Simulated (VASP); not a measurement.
A run of VASP 6.6.1 is set up as follows.

Contents of POSCAR:

```
BP
1.0
    0.0000000000      2.2226808807      2.2226808807
    2.2226808807      0.0000000000      2.2226808807
    2.2226808807      2.2226808807      0.0000000000
P B
1 1
Direct
    0.7500000000      0.7500000000      0.7500000000
    0.0000000000      0.0000000000      0.0000000000
```

File INCAR.step1:

```
SYSTEM = BP
ALGO = Normal
EDIFF = 1E-4
ENCUT = 520
GGA = PE
ISMEAR = -1
LASPH = .TRUE.
LCHARG = .FALSE.
LREAL = .FALSE.
LWAVE = .TRUE.
NBANDS = 11
NELM = 60
PREC = Accurate
SIGMA = 0.05
```

Contents of INCAR.step2:

```
SYSTEM = BP
ALGO = Normal
BPARAM = 11.95
CPARAM = 0.0093
EDIFF = 1E-7
ENCUT = 520
ISIF = 2
ISMEAR = -1
ISTART = 1
IVDW_NL = 2
LASPH = .TRUE.
LCHARG = .TRUE.
LELF = .TRUE.
LMIXTAU = .TRUE.
LREAL = .FALSE.
LUSE_VDW = .TRUE.
LVHAR = .TRUE.
LWAVE = .FALSE.
METAGGA = R2SCAN
NBANDS = 11
NELM = 60
PREC = Accurate
SIGMA = 0.05
```

File KPOINTS:

```
k-points
0
G
  10 10 10
  0 0 0
```

Potentials or basis: VASP PAW PBE potentials, release 64 (P, B).

Command:

```bash
$ cat potpaw_PBE.64/P/POTCAR potpaw_PBE.64/B/POTCAR > POTCAR
$ cp INCAR.step1 INCAR
$ mpirun -np 1 vasp_std > vasp.out
$ cp INCAR.step2 INCAR
$ mpirun -np 1 vasp_std > vasp.out
```

Problem. Predict the band gap on the k mesh.

Solution. 1.33 eV, indirect (least direct gap 3.74 eV).

Problem. Predict the pressure.

Solution. 10.4 GPa.

Caveat: the PAW data sets were made with another functional, which shifts forces and pressure a little. r2SCAN opens gaps a little over a GGA but as a rule still falls short of measured ones.
